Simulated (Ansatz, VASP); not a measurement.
# Pd in VASP and in Ansatz

```
Pd
1.0
     0.00000    1.97119    1.97119
     1.97119    0.00000    1.97119
     1.97119    1.97119    0.00000
Pd
1
Direct
  0.00000 0.00000 0.00000
```

Alike in both runs: task single point; functional r2SCAN; k mesh 18 × 18 × 18; occupations gaussian, width 0.1 eV; no spin polarisation.

```csv
,VASP,Ansatz
version,VASP 6.6.1,Ansatz 0.2.0
potentials or method,"VASP PAW PBE potentials, release 64 (Pd), cutoff 520 eV","scalar-relativistic, plane waves, PAW"
valence electrons in the cell,10,18
```

VASP gave:

| Property | Result |
| --- | --- |
| gap on the k mesh at the Fermi level (eV) | none |
| pressure (GPa) | -4.1 |

Q: Estimate Ansatz's values.

A: gap on the k mesh at the Fermi level (eV): none; pressure (GPa): -4.6.

VASP's potentials were made for PBE, not for r2SCAN. A gap of «none» marks a metal or a gap that the smearing closes. The functional is the same, so the differences come from potentials, cutoffs and numerics. VASP's potentials hold 10 valence electrons a cell and Ansatz's 18, so a difference there can come from the potentials and not from the codes.
